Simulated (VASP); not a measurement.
Runs of VASP 6.6.1 on LiH. The structure is that of space group Fm-3m (No. 225), or close to it. The cells are those of the table. 

| task | level | potentials or basis | cell | k mesh | cutoff (eV) | smearing | grid for exact exchange (PRECFOCK) | share of exact exchange | gap on the mesh (eV) |
| --- | --- | --- | --- | --- | --- | --- | --- | --- | --- |
| single point | r2SCAN | VASP PAW PBE potentials, release 64 (Li_sv, H) | a = 2.880 Å, angles 60.0°, 2 atoms | 11 × 11 × 11 | 520 | fermi-dirac 0.05 eV | - | - | 3.80 |
| single point | LDA | VASP PAW LDA potentials, release 64 (Li_sv, H) | a = 2.861 Å, angles 60.0°, 2 atoms | 11 × 11 × 11 | 520 | fermi-dirac 0.05 eV | - | - | 2.83 |
| single point | r2SCAN | VASP PAW PBE potentials, release 64 (Li_sv, H) | a = 2.918 Å, angles 60.0°, 2 atoms | 11 × 11 × 11 | 520 | fermi-dirac 0.05 eV | - | - | 3.82 |
| single point | LDA | VASP PAW LDA potentials, release 64 (Li_sv, H) | a = 2.899 Å, angles 60.0°, 2 atoms | 11 × 11 × 11 | 520 | fermi-dirac 0.05 eV | - | - | 2.85 |
| single point | r2SCAN | VASP PAW PBE potentials, release 64 (Li_sv, H) | a = 2.861 Å, angles 60.0°, 2 atoms | 11 × 11 × 11 | 520 | fermi-dirac 0.05 eV | - | - | 3.80 |
| single point | r2SCAN | VASP PAW PBE potentials, release 64 (Li_sv, H) | a = 2.841 Å, angles 60.0°, 2 atoms | 11 × 11 × 11 | 520 | fermi-dirac 0.05 eV | - | - | (b) |
| single point | r2SCAN | VASP PAW PBE potentials, release 64 (Li_sv, H) | a = 2.822 Å, angles 60.0°, 2 atoms | 11 × 11 × 11 | 520 | fermi-dirac 0.05 eV | - | - | 3.78 |
| electric field gradients | PBE-based screened hybrid with 25 % exact exchange | VASP PAW PBE potentials, release 64 (Li_sv, H) | a = 2.880 Å, angles 60.0°, 2 atoms | 7 × 7 × 7 | 650 | fermi-dirac 0.025 eV | Normal | 0.25 | (c) |
| single point | LDA | VASP PAW LDA potentials, release 64 (Li_sv, H) | a = 2.822 Å, angles 60.0°, 2 atoms | 11 × 11 × 11 | 520 | fermi-dirac 0.05 eV | - | - | (a) |
| single point | LDA | VASP PAW LDA potentials, release 64 (Li_sv, H) | a = 2.880 Å, angles 60.0°, 2 atoms | 11 × 11 × 11 | 520 | fermi-dirac 0.05 eV | - | - | 2.84 |

Alike in all rows: no spin polarisation.

Task: Estimate the missing entries.

Result: (a) 2.80; (b) 3.79; (c) 4.30.

Caveats: an odd mesh through Γ misses points on the zone boundary, where band edges can lie.
